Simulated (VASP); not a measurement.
A run of VASP 6.6.1:

Contents of INCAR:

```
  PREC = Accurate
  ENCUT = 520
  EDIFF = 1E-7
  ISMEAR = 0
  SIGMA = 0.1
  LREAL = False
  LASPH = True
  NELM = 80
  ALGO = Normal
  ISIF = 2
  LWAVE = False
  LCHARG = False
  GGA = PE
  NBANDS = 14
```

File KPOINTS:

```
Automatic mesh
0
Gamma
  16 16 16
```

File POSCAR:

```
YBe
1.0
    3.4186206355      0.0000000000      0.0000000000
    0.0000000000      3.4186206355      0.0000000000
    0.0000000000      0.0000000000      3.4186206355
Y Be
1 1
Direct
    0.0000000000      0.0000000000      0.0000000000
    0.5000000000      0.5000000000      0.5000000000
```

Potentials or basis: VASP PAW PBE potentials, release 64 (Y_sv, Be).

Command:

```sh
$ cat potpaw_PBE.64/Y_sv/POTCAR potpaw_PBE.64/Be/POTCAR > POTCAR
$ mpirun -np 1 vasp_std > vasp.out
```

Hardware: 1 thread of Intel Xeon 6975P-C (shared host).

Task: Estimate the wall time of this run.

Result: It took 64 s on 1 thread of Intel Xeon 6975P-C, with other jobs on the host, peak memory 0.25 GiB. Counts: scf iterations 14, k points 165.
